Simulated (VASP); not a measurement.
BeS: G0W0 quasiparticle levels with PBE

The system is BeS.

```
Be S
1.0
     3.46216    0.00000    0.00000
    -1.73108    2.99832    0.00000
     0.00000    0.00000    6.99243
Be S
2 2
Direct
  0.33333 0.66667 0.25000
  0.66667 0.33333 0.75000
  0.66667 0.33333 0.25000
  0.33333 0.66667 0.75000
```

| Property | Result |
| --- | --- |
| Program | VASP 6.6.1 |
| Task | G0W0 quasiparticle levels |
| Functional | PBE |
| Potentials or basis | VASP PAW PBE potentials, release 64 (Be_GW, S_GW) |
| Cutoff | 500 eV |
| k mesh | 6 × 6 × 2 |
| Occupations | gaussian, width 0.01 eV |
| Spin | no spin polarisation |
| Dipole correction | no |
| GW scheme | G0W0 |
| GW iterations | 1 |
| Cutoff of the response function | 80 |
| Frequency points | 96 |
| Empty bands | 117 |
| Further INCAR settings | ALGO = EVGW0; EDIFF = 1e-08; NBANDS = 125 |

```
Quasiparticle gap                                   : 5.53 eV
Least direct quasiparticle gap                      : 5.71 eV
Band gap of the starting levels on the mesh         : 4.16 eV
Least direct gap of the starting levels on the mesh : 4.30 eV
```

Wall time 7.7 min on 1 thread of AMD EPYC 9R45 96-Core Processor (Zen 5), on a shared host, peak memory 1.3 GiB.

Caveat: the k points lie up to 0.45 Å⁻¹ apart; bands, screening cutoff and mesh are small and nothing is extrapolated, so the quasiparticle values aren't converged.
